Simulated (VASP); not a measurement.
A run of VASP 6.6.1:

File INCAR:

```
ALGO     = Normal         # electronic algorithm
EDIFF    = 1E-6           # SCF threshold, eV
ENCUT    = 520            # plane-wave cutoff, eV
GGA      = PE             # functional
ISIF     = 2              # what is computed and relaxed
ISMEAR   = -1             # smearing method
LASPH    = True           # aspherical terms in the spheres
LCHARG   = True           # write CHGCAR
LELF     = True           # ELF
LREAL    = False          # projectors in reciprocal space
LVHAR    = True         
LWAVE    = False          # write WAVECAR
NBANDS   = 12             # bands
NELM     = 80             # most SCF steps
PREC     = Accurate       # precision mode
SIGMA    = 0.1            # smearing width, eV
```

File KPOINTS:

```
k-points
0
Gamma
  24 24 24
```

File POSCAR:

```
Cu
1.0
    0.0000000000      1.8844341224      1.8844341224
    1.8844341224      0.0000000000      1.8844341224
    1.8844341224      1.8844341224      0.0000000000
Cu
1
Direct
    0.0000000000      0.0000000000      0.0000000000
```

Potentials or basis: VASP PAW PBE potentials, release 64 (Cu).

Launch:

```bash
$ cat potpaw_PBE.64/Cu/POTCAR > POTCAR
$ mpirun -np 1 vasp_std > vasp.out
```

Hardware: 1 thread of Intel(R) Xeon(R) Platinum 8559C (Emerald Rapids) (shared host).

Q: Estimate the wall time of this run.

A: Run time: 28 s on 1 thread of Intel(R) Xeon(R) Platinum 8559C (Emerald Rapids), with other jobs on the host, peak memory 0.17 GiB. Counts: scf iterations 11, k points 413.
